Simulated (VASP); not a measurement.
Write the native input for VASP 6.6.1 that does the following.

```yaml
Task: single point
Functional: PBEsol
Potentials_or_basis: VASP PAW PBE potentials, release 64 (Mo_sv)
Cutoff: 520 eV
k_mesh: 24 × 24 × 24
Occupations: fermi-dirac, width 0.1 eV
Spin: no spin polarisation
Dipole_correction: no
Further_INCAR_settings: ALGO = Normal; EDIFF = 1e-06; NBANDS = 13
```

The structure of Mo lies in POSCAR:

```
Mo
1.0
   -1.5577072995      1.5577072995      1.5577072995
    1.5577072995     -1.5577072995      1.5577072995
    1.5577072995      1.5577072995     -1.5577072995
Mo
1
Direct
    0.0000000000      0.0000000000      0.0000000000
```

One way to write it, as run:

INCAR

```
  ALGO = Normal
  EDIFF = 1E-6
  ENCUT = 520
  GGA = PS
  ISIF = 2
  ISMEAR = -1
  LASPH = T
  LCHARG = F
  LREAL = F
  LWAVE = F
  NBANDS = 13
  NELM = 60
  PREC = Accurate
  SIGMA = 0.1
```

KPOINTS

```
k-points
0
Gamma
  24 24 24
```

Potentials or basis: VASP PAW PBE potentials, release 64 (Mo_sv).

The run is started by

```console
$ cat potpaw_PBE.64/Mo_sv/POTCAR > POTCAR
$ mpirun -np 1 vasp_std > vasp.out
```

It gave:

- Pressure: 4.6 GPa
- Band gap on the k mesh: zero (band 7 reaches 17.21 eV, above the bottom of band 8 at 11.58 eV)

Caveat: the PAW data sets were made with another functional, which shifts forces and pressure a little.

Wall time 31 s on 1 thread of Intel(R) Xeon(R) Platinum 8488C (Sapphire Rapids) (shared host), peak memory 0.18 GiB.
